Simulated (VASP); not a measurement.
Write the native input for VASP 6.6.1 that does the following.

```
Task                   : single point
Functional             : LDA
Potentials or basis    : VASP PAW LDA potentials, release 64 (Sc_sv, Al)
Cutoff                 : 520 eV
k mesh                 : 10 × 10 × 10
Occupations            : fermi-dirac, width 0.05 eV
Spin                   : no spin polarisation
Dipole correction      : no
Further INCAR settings : ALGO = Normal; EDIFF = 1e-06; NBANDS = 14
```

The structure of ScAl lies in POSCAR:

```
ScAl
1.0
    3.3021323095      0.0000000000      0.0000000000
    0.0000000000      3.3021323095      0.0000000000
    0.0000000000      0.0000000000      3.3021323095
Sc Al
1 1
Direct
    0.5000000000      0.5000000000      0.5000000000
    0.0000000000      0.0000000000      0.0000000000
```

One way to write it, as run:

INCAR

```
  PREC = Accurate
  ENCUT = 520
  EDIFF = 1E-6
  ISMEAR = -1
  SIGMA = 0.05
  LREAL = False
  LASPH = True
  NELM = 60
  ALGO = Normal
  ISIF = 2
  LWAVE = False
  LCHARG = True
  LELF = True
  LVHAR = True
  NBANDS = 14
```

KPOINTS

```
regular mesh
0
Gamma
  10 10 10
```

Potentials or basis: VASP PAW LDA potentials, release 64 (Sc_sv, Al).

The run is started by

```sh
$ cat potpaw_LDA.64/Sc_sv/POTCAR potpaw_LDA.64/Al/POTCAR > POTCAR
$ mpirun -np 1 vasp_std > vasp.out
```

It gave:

- Pressure: 0.6 GPa
- Band gap on the k mesh: zero (bands 7 and 8 overlap by 1.12 eV)

Wall time 22 s on 1 thread of Intel(R) Xeon(R) Platinum 8375C CPU @ 2.90GHz (Ice Lake), on a shared host, peak memory 0.16 GiB.
